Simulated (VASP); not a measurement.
# Cu3N (P4/mmm) in VASP: further runs

Cu3N is run at these levels: PBEsol; tasks: single point.

Program: VASP 6.6.1. These are calculated values, not measurements. Logs are shortened: lines on timing, memory, paths and dates and some standing lists are left out, and cuts for length are marked.

## (1) The cell of the first run

The structure is tetragonal, space group P4/mmm (No. 123). Conventional cell: a = 3.738 Å, b = 3.738 Å, c = 3.814 Å, α = 90.00°, β = 90.00°, γ = 90.00°. Cu (site symmetry mmm) has 2 N at 1.87 Å within 2.5 Å. Within 2.5 Å of Cu (site symmetry 4/mmm) lie 2 N at 1.91 Å. N (site symmetry 4/mmm) has 6 Cu at 1.87 to 1.91 Å within 2.5 Å.

## (2) Single point, PBEsol (equal xx and yy strain of -2 %)

File INCAR:

```
SYSTEM = Cu3N
ALGO     = Normal         ! electronic algorithm
EDIFF    = 1E-6           ! SCF threshold, eV
ENCUT    = 600            ! plane-wave cutoff, eV
GGA      = PS             ! functional
GGA_COMPAT= .False.      
ISIF     = 2              ! what is computed and relaxed
ISMEAR   = -1             ! smearing method
LASPH    = .True.         ! aspherical terms in the spheres
LCHARG   = .False.        ! write CHGCAR
LREAL    = .False.        ! projectors in reciprocal space
LWAVE    = .False.        ! write WAVECAR
NBANDS   = 27             ! bands
NELM     = 120            ! most SCF steps
PREC     = Accurate       ! precision mode
SIGMA    = 0.08           ! smearing width, eV
```

File KPOINTS:

```
k-points
0
Gamma
  10 10 10
  0 0 0
```

File POSCAR:

```
Cu3N
1.0
    3.7377200000      0.0000000000      0.0000000000
    0.0000000000      3.7377200000      0.0000000000
    0.0000000000      0.0000000000      3.8140000000
Cu N
3 1
Direct
    0.5000000000      0.0000000000      0.0000000000
    0.0000000000      0.5000000000      0.0000000000
    0.0000000000      0.0000000000      0.5000000000
    0.0000000000      0.0000000000      0.0000000000
```

Potentials or basis: VASP PAW PBE potentials, release 64 (Cu, N).

Run with:

```
$ cat potpaw_PBE.64/Cu/POTCAR potpaw_PBE.64/N/POTCAR > POTCAR
$ mpirun -np 1 vasp_std > vasp.out
```

OUTCAR:

```text
SYSTEM = Cu3N
   EDIFF = 1E-6
   ENCUT = 600
   GGA = PS
   ISIF = 2
   ISMEAR = -1
   LASPH = .True.
   LREAL = .False.
   NELM = 120
   PREC = Accurate

 ion  position               nearest neighbor table
   1  0.500  0.000  0.000-   4 1.87   4 1.87   2 2.64   2 2.64   2 2.64   2 2.64   3 2.67   3 2.67
                             3 2.67   3 2.67
   2  0.000  0.500  0.000-   4 1.87   4 1.87   1 2.64   1 2.64   1 2.64   1 2.64   3 2.67   3 2.67
                             3 2.67   3 2.67
   3  0.000  0.000  0.500-   4 1.91   4 1.91   1 2.67   1 2.67   2 2.67   2 2.67   2 2.67   2 2.67
                             1 2.67   1 2.67
   4  0.000  0.000  0.000-   1 1.87   2 1.87   2 1.87   1 1.87   3 1.91   3 1.91

  LATTYP: Found a simple tetragonal cell.
 ALAT       =     3.7377200000
 C/A-ratio  =     1.0204081633

  Lattice vectors:

 A1 = (   3.7377200000,   0.0000000000,   0.0000000000)
 A2 = (   0.0000000000,   3.7377200000,   0.0000000000)
 A3 = (   0.0000000000,   0.0000000000,   3.8140000000)

Analysis of symmetry for initial positions (statically):
=====================================================================
 Subroutine PRICEL returns:
 Original cell was already a primitive cell.

 Routine SETGRP: Setting up the symmetry group for a
 simple tetragonal supercell.

 Subroutine GETGRP returns: Found 16 space group operations
 (whereof 16 operations were pure point group operations)
 out of a pool of 16 trial point group operations.

The static configuration has the point symmetry D_4h.

Analysis of symmetry for dynamics (positions and initial velocities):
=====================================================================
 Subroutine PRICEL returns:
 Original cell was already a primitive cell.

 Routine SETGRP: Setting up the symmetry group for a
 simple tetragonal supercell.

 Subroutine GETGRP returns: Found 16 space group operations
 (whereof 16 operations were pure point group operations)
 out of a pool of 16 trial point group operations.

The dynamic configuration has the point symmetry D_4h.

 Subroutine INISYM returns: Found 16 space group operations
 (whereof 16 operations are pure point group operations),
 and found     1 'primitive' translations

----------------------------------------------------------------------------------------

                                     Primitive cell

  volume of cell :      53.2837

  direct lattice vectors                    reciprocal lattice vectors
     3.737720000  0.000000000  0.000000000     0.267542780  0.000000000  0.000000000
     0.000000000  3.737720000  0.000000000     0.000000000  0.267542780  0.000000000
     0.000000000  0.000000000  3.814000000     0.000000000  0.000000000  0.262191924

  length of vectors
     3.737720000  3.737720000  3.814000000     0.267542780  0.267542780  0.262191924

  position of ions in fractional coordinates (direct lattice)
     0.500000000  0.000000000  0.000000000
     0.000000000  0.500000000  0.000000000
     0.000000000  0.000000000  0.500000000
     0.000000000  0.000000000  0.000000000

  ion indices of the primitive-cell ions
   primitive index   ion index
                 1           1
                 2           2
                 3           3
                 4           4

----------------------------------------------------------------------------------------

 KPOINTS: k-points

Automatic generation of k-mesh.
 Grid dimensions read from file:
 generate k-points for:   10   10   10

 Generating k-lattice:

  Cartesian coordinates                     Fractional coordinates (reciprocal lattice)
     0.026754278  0.000000000  0.000000000     0.100000000  0.000000000  0.000000000
     0.000000000  0.026754278  0.000000000     0.000000000  0.100000000  0.000000000
     0.000000000  0.000000000  0.026219192     0.000000000  0.000000000  0.100000000

  Length of vectors
     0.026754278  0.026754278  0.026219192

  Shift w.r.t. Gamma in fractional coordinates (k-lattice)
     0.000000000  0.000000000  0.000000000

 Subroutine IBZKPT returns following result:
 ===========================================

 Found    126 irreducible k-points:

 Following reciprocal coordinates:
            Coordinates               Weight
  0.000000  0.000000  0.000000      1.000000
  0.100000  0.000000  0.000000      4.000000
  0.200000  0.000000  0.000000      4.000000
  0.300000  0.000000  0.000000      4.000000
  0.400000  0.000000  0.000000      4.000000
  0.500000  0.000000  0.000000      2.000000
[... 16 lines left out ...]
  0.100000  0.000000  0.100000      8.000000
  0.200000  0.000000  0.100000      8.000000
 [... further k-points ...]
   k-points           NKPTS =    126   k-points in BZ     NKDIM =    126   number of bands    NBANDS=     27
   number of dos      NEDOS =    301   number of ions     NIONS =      4
   total plane-waves  NPLWV =  27000
   dimension x,y,z NGX =    30 NGY =   30 NGZ =   30
   dimension x,y,z NGXF=    60 NGYF=   60 NGZF=   60
[... 58 lines left out ...]

  energy without entropy =      -20.42733769  energy(sigma->0) =      -20.42962307

 E-fermi :   5.2653     XC(G=0): -11.2115

 val. band max:        5.2417472430   @ k =   0.5000   0.5000   0.0000
 cond. band min:       5.2728293797   @ k =   0.5000   0.1000   0.5000
 fundamental gap:      0.0310821367
 Fermi energy:         5.2653127509

 k-point     1 :       0.0000    0.0000    0.0000
  band No.  band energies     occupation
      1     -12.0017      2.00000
      2      -0.3476      2.00000
      3       0.1046      2.00000
      4       0.1597      2.00000
      5       0.1597      2.00000
      6       1.0373      2.00000
[... 19 lines left out ...]
     26      17.5573      0.00000
     27      17.7211      0.00000

 k-point     2 :       0.1000    0.0000    0.0000
  band No.  band energies     occupation
      1     -11.9598      2.00000
      2      -0.4782      2.00000
      3      -0.0359      2.00000
      4      -0.0193      2.00000
      5       0.0264      2.00000
      6       1.1115      2.00000
[... 19 lines left out ...]
     26      17.0521      0.00000
     27      17.0814      0.00000

 k-point     3 :       0.2000    0.0000    0.0000
  band No.  band energies     occupation
      1     -11.8460      2.00000
      2      -1.1939      2.00000
      3      -0.2576      2.00000
      4      -0.2209      2.00000
      5       0.0926      2.00000
      6       1.1438      2.00000
[... 19 lines left out ...]
     26      15.8061      0.00000
     27      16.1147      0.00000

 k-point     4 :       0.3000    0.0000    0.0000
  band No.  band energies     occupation
      1     -11.6967      2.00000
      2      -1.9715      2.00000
      3      -0.4749      2.00000
      4      -0.4420      2.00000
      5       0.4264      2.00000
      6       1.1859      2.00000
[... 19 lines left out ...]
     26      15.0139      0.00000
     27      15.2494      0.00000

 k-point     5 :       0.4000    0.0000    0.0000
  band No.  band energies     occupation
      1     -11.5678      2.00000
      2      -2.5234      2.00000
      3      -0.6187      2.00000
      4      -0.5872      2.00000
      5       0.8337      2.00000
      6       1.2220      2.00000
[... 19 lines left out ...]
     26      14.6486      0.00000
     27      14.8719      0.00000

 k-point     6 :       0.5000    0.0000    0.0000
  band No.  band energies     occupation
      1     -11.5164      2.00000
      2      -2.7220      2.00000
      3      -0.6686      2.00000
      4      -0.6374      2.00000
      5       1.1320      2.00000
      6       1.2364      2.00000
[... 444 lines left out ...]
      1     -11.0149      2.00000
      2      -2.8587      2.00000
      3      -2.8587      2.00000
      4      -1.1836      2.00000
      5       1.8228      2.00000
      6       1.8228      2.00000
[... 19 lines left out ...]
     26      15.9996      0.00000
     27      17.3649      0.00000

 k-point    22 :       0.0000    0.0000    0.1000
  band No.  band energies     occupation
      1     -11.9655      2.00000
      2      -0.5226      2.00000
      3      -0.0096      2.00000
      4       0.0520      2.00000
      5       0.0520      2.00000
      6       1.0467      2.00000
[... 19 lines left out ...]
     26      16.9700      0.00000
     27      17.2213      0.00000

 k-point    23 :       0.1000    0.0000    0.1000
  band No.  band energies     occupation
      1     -11.9235      2.00000
      2      -0.5826      2.00000
      3      -0.3576      2.00000
      4      -0.0641      2.00000
      5       0.0756      2.00000
      6       1.1264      2.00000
[... 19 lines left out ...]
     26      15.9861      0.00000
     27      16.8714      0.00000

 k-point    24 :       0.2000    0.0000    0.1000
  band No.  band energies     occupation
      1     -11.8095      2.00000
      2      -1.2184      2.00000
      3      -0.6051      2.00000
      4      -0.2920      2.00000
      5       0.2122      2.00000
      6       1.2008      2.00000
[... 19 lines left out ...]
     26      14.7996      0.00000
     27      16.1108      0.00000

 [... further k-points ...]
[... 5 lines left out ...]
  --------------------------------------------------------------------------------------
  -------------------------------------------------------------------------------------
  Total        0.8204704      0.8204704     -0.6560378      0.0000000      0.0000000     -0.0000000
  in kB       24.6705758     24.6705758    -19.7262820      0.0000000      0.0000000     -0.0000000
  external PRESSURE =       9.8716232 kB  Pullay stress =       0.0000000 kB

 VOLUME and BASIS-vectors are now :
 -----------------------------------------------------------------------------
  energy-cutoff  :      600.00
  volume of cell :       53.28
      direct lattice vectors                 reciprocal lattice vectors
     3.737720000  0.000000000  0.000000000     0.267542780  0.000000000  0.000000000
     0.000000000  3.737720000  0.000000000     0.000000000  0.267542780  0.000000000
     0.000000000  0.000000000  3.814000000     0.000000000  0.000000000  0.262191924

 POSITION                                       TOTAL-FORCE (eV/Angst)
 -----------------------------------------------------------------------------------
      1.86886      0.00000      0.00000         0.000000      0.000000      0.000000
      0.00000      1.86886      0.00000         0.000000      0.000000      0.000000
      0.00000      0.00000      1.90700         0.000000      0.000000      0.000000
      0.00000      0.00000      0.00000         0.000000      0.000000      0.000000
 -----------------------------------------------------------------------------------
    total drift:                                0.000000      0.000000      0.000000

  FREE ENERGIE OF THE ION-ELECTRON SYSTEM (eV)
  ---------------------------------------------------
  free  energy   TOTEN  =       -20.4319084498 eV

  energy  without entropy=      -20.4273376908  energy(sigma->0) =      -20.42962307
```

It took 5.6 min on 1 thread of Intel Xeon 8259CL, shared host; peak memory 0.3 GiB.

What came out:

- Free energy: -20.4319 eV
- Pressure: 1.0 GPa

Stress tensor (GPa, compression positive):
```
 2.47  0.00  0.00
 0.00  2.47  0.00
 0.00  0.00 -1.97
```

Levels at points of the mesh, in eV from the Fermi level:
```csv
k point,band 16,band 17,band 18,band 19,band 20,band 21,band 22,band 23
"(0.00, 0.00, 0.00)",-2.00,-1.99,-1.99,-1.95,1.03,5.18,5.52,6.38
"(0.50, 0.00, 0.00)",-2.35,-1.99,-1.54,-1.53,1.56,3.32,6.87,6.98
"(0.50, 0.50, 0.00)",-2.33,-1.17,-1.17,-0.74,-0.02,3.50,4.86,4.86
"(0.00, 0.00, 0.50)",-2.39,-1.99,-1.62,-1.62,1.68,3.18,7.03,7.25
"(0.50, 0.00, 0.50)",-2.31,-1.22,-1.21,-0.83,-0.04,3.71,4.74,4.91
"(0.50, 0.50, 0.50)",-2.03,-0.07,-0.07,-0.07,0.51,0.60,0.60,6.00
```

Caveat: the cell differs from its parent crystal (equal xx and yy strain of -2 %); the PAW data sets were made with another functional, which shifts forces and pressure a little.

## (3) Single point, PBEsol (equal xx and yy strain of -1 %)

INCAR is that of step 2.

KPOINTS is that of step 2.

POSCAR: that of step 2 with these lines changed.

```diff
@@ -2,4 +2,4 @@
 1.0
-    3.7377200000      0.0000000000      0.0000000000
-    0.0000000000      3.7377200000      0.0000000000
+    3.7758600000      0.0000000000      0.0000000000
+    0.0000000000      3.7758600000      0.0000000000
     0.0000000000      0.0000000000      3.8140000000
```

Potentials or basis: VASP PAW PBE potentials, release 64 (Cu, N).

Run with:

```
$ cat potpaw_PBE.64/Cu/POTCAR potpaw_PBE.64/N/POTCAR > POTCAR
$ mpirun -np 1 vasp_std > vasp.out
```

Run time: 4.8 min. Hardware: 1 thread of Intel Xeon 8259CL, shared host; peak memory 0.31 GiB.

It converged, with:

```
Free energy            : -20.4364 eV
Pressure               : -1.8 GPa
Band gap on the k mesh : 0.10 eV (least direct gap 0.62 eV)
```

Stress tensor (GPa, compression positive):
```
-1.07  0.00  0.00
 0.00 -1.07  0.00
 0.00  0.00 -3.11
```

Levels at points of the mesh, in eV from the valence-band top:
```tsv
k point	band 15	band 16	band 17	band 18	band 19	band 20	band 21	band 22	band 23	band 24
(0.00, 0.00, 0.00)	-2.39	-1.87	-1.87	-1.87	-1.83	1.04	5.25	5.42	6.51	6.64
(0.50, 0.00, 0.00)	-2.39	-2.23	-1.87	-1.44	-1.44	1.59	3.35	6.83	7.11	7.28
(0.50, 0.50, 0.00)	-2.46	-2.19	-1.08	-1.08	-0.68	0.11	3.55	4.87	4.87	8.12
(0.00, 0.00, 0.50)	-2.41	-2.24	-1.87	-1.48	-1.48	1.65	3.28	6.91	7.24	7.24
(0.50, 0.00, 0.50)	-2.48	-2.18	-1.11	-1.10	-0.72	0.10	3.65	4.81	4.89	8.25
(0.50, 0.50, 0.50)	-1.91	-1.91	0.00	0.00	0.00	0.68	0.73	0.73	6.06	8.01
```

Caveat: the cell differs from its parent crystal (equal xx and yy strain of -1 %); the PAW data sets were made with another functional, which shifts forces and pressure a little. A k mesh can miss the band edges.

## (4) Single point, PBEsol (equal xx and yy strain of +1 %)

File INCAR:

```
SYSTEM = Cu3N
PREC = Accurate
ENCUT = 600
EDIFF = 1E-6
ISMEAR = -1
SIGMA = 0.08
LREAL = .FALSE.
LASPH = .TRUE.
NELM = 120
ALGO = Normal
ISIF = 2
LWAVE = .FALSE.
LCHARG = .FALSE.
GGA = PS
NBANDS = 27
GGA_COMPAT = .FALSE.
```

File KPOINTS:

```
regular mesh
0
G
  10 10 10
  0 0 0
```

POSCAR: that of step 3 with these lines changed.

```diff
@@ -2,4 +2,4 @@
 1.0
-    3.7758600000      0.0000000000      0.0000000000
-    0.0000000000      3.7758600000      0.0000000000
+    3.8521400000      0.0000000000      0.0000000000
+    0.0000000000      3.8521400000      0.0000000000
     0.0000000000      0.0000000000      3.8140000000
```

Run with:

```
$ cat potpaw_PBE.64/Cu/POTCAR potpaw_PBE.64/N/POTCAR > POTCAR
$ mpirun -np 1 vasp_std > vasp.out
```

Run time: 5 min. Hardware: 1 thread of Intel Xeon 8259CL, shared host; peak memory 0.32 GiB.

The run converged. Its results:

```
Free energy            : -20.3800 eV
Pressure               : -6.1 GPa
Band gap on the k mesh : 0.23 eV (least direct gap 0.75 eV)
```

Stress tensor (GPa, compression positive):
```
-6.68  0.00  0.00
 0.00 -6.68  0.00
 0.00  0.00 -4.96
```

Levels at points of the mesh, in eV from the valence-band top:
```csv
k point,band 15,band 16,band 17,band 18,band 19,band 20,band 21,band 22,band 23,band 24
"(0.00, 0.00, 0.00)",-2.27,-1.77,-1.77,-1.76,-1.73,0.93,5.09,5.25,6.50,6.50
"(0.50, 0.00, 0.00)",-2.26,-2.11,-1.77,-1.38,-1.38,1.51,3.26,6.63,7.06,7.22
"(0.50, 0.50, 0.00)",-2.33,-2.06,-1.05,-1.05,-0.69,0.23,3.52,4.75,4.75,8.18
"(0.00, 0.00, 0.50)",-2.26,-2.10,-1.76,-1.34,-1.34,1.46,3.33,6.55,7.09,7.09
"(0.50, 0.00, 0.50)",-2.34,-2.07,-1.03,-1.02,-0.64,0.23,3.42,4.74,4.82,8.04
"(0.50, 0.50, 0.50)",-1.81,-1.80,0.00,0.00,0.00,0.83,0.83,0.88,6.06,7.81
```

Caveat: the cell differs from its parent crystal (equal xx and yy strain of +1 %); the cell stands under tension; the PAW data sets were made with another functional, which shifts forces and pressure a little. A k mesh can miss the band edges.

## (5) Single point, PBEsol (equal xx and yy strain of +2 %)

File INCAR:

```
SYSTEM = Cu3N
ALGO     = Normal         ! electronic algorithm
EDIFF    = 1E-6           ! SCF threshold, eV
ENCUT    = 600            ! plane-wave cutoff, eV
GGA      = PS             ! functional
GGA_COMPAT= .False.      
ISIF     = 2              ! what is computed and relaxed
ISMEAR   = -1             ! smearing method
LASPH    = .True.         ! aspherical terms in the spheres
LCHARG   = .True.         ! write CHGCAR
LELF     = .True.         ! ELF
LREAL    = .False.        ! projectors in reciprocal space
LVHAR    = .True.       
LWAVE    = .False.        ! write WAVECAR
NBANDS   = 27             ! bands
NELM     = 120            ! most SCF steps
PREC     = Accurate       ! precision mode
SIGMA    = 0.08           ! smearing width, eV
```

File KPOINTS:

```
k-points
0
Gamma
  10 10 10
  0 0 0
```

POSCAR: that of step 4 with these lines changed.

```diff
@@ -2,4 +2,4 @@
 1.0
-    3.8521400000      0.0000000000      0.0000000000
-    0.0000000000      3.8521400000      0.0000000000
+    3.8902800000      0.0000000000      0.0000000000
+    0.0000000000      3.8902800000      0.0000000000
     0.0000000000      0.0000000000      3.8140000000
```

Run with:

```
$ cat potpaw_PBE.64/Cu/POTCAR potpaw_PBE.64/N/POTCAR > POTCAR
$ mpirun -np 1 vasp_std > vasp.out
```

Run time: 4.9 min. Hardware: 1 thread of Intel Xeon 8259CL, shared host; peak memory 0.32 GiB.

Results (log left out):

```yaml
Free_energy: -20.3239 eV
Pressure: -8.1 GPa
Band_gap_on_the_k_mesh: 0.28 eV (least direct gap 0.80 eV)
```

Stress tensor (GPa, compression positive):
```
-9.14  0.00  0.00
 0.00 -9.14  0.00
 0.00  0.00 -5.99
```

Levels at points of the mesh, in eV from the valence-band top:
```
           k point  band 17  band 18  band 19  band 20  band 21  band 22
(0.00, 0.00, 0.00)    -1.72    -1.71    -1.68     0.87     4.93     5.26
(0.50, 0.00, 0.00)    -1.72    -1.35    -1.35     1.47     3.22     6.54
(0.50, 0.50, 0.00)    -1.03    -1.03    -0.69     0.28     3.50     4.69
(0.00, 0.00, 0.50)    -1.71    -1.27    -1.27     1.37     3.35     6.38
(0.50, 0.00, 0.50)    -1.00    -0.99    -0.61     0.29     3.31     4.67
(0.50, 0.50, 0.50)     0.00     0.00     0.00     0.88     0.88     0.97
```

Caveat: the cell differs from its parent crystal (equal xx and yy strain of +2 %); the cell stands under tension; the PAW data sets were made with another functional, which shifts forces and pressure a little.

## (6) Summary

| cell | gap on the mesh (eV) | pressure (GPa) |
| --- | --- | --- |
| a = 3.738, b = 3.738, c = 3.814 Å, 4 atoms | - | 1.0 |
| a = 3.776, b = 3.776, c = 3.814 Å, 4 atoms | 0.10 | -1.8 |
| a = 3.852, b = 3.852, c = 3.814 Å, 4 atoms | 0.23 | -6.1 |
| a = 3.890, b = 3.890, c = 3.814 Å, 4 atoms | 0.28 | -8.1 |

Alike in all rows: task single point; level PBEsol; potentials or basis VASP PAW PBE potentials, release 64 (Cu, N); no spin polarisation; k mesh 10 × 10 × 10; cutoff (eV) 600; smearing fermi-dirac 0.08 eV.

Caveats: the PAW data sets were made with another functional, which shifts forces and pressure a little; the cell stands under tension (at least some runs).

Absolute energies hang on the potentials; compare differences alone.
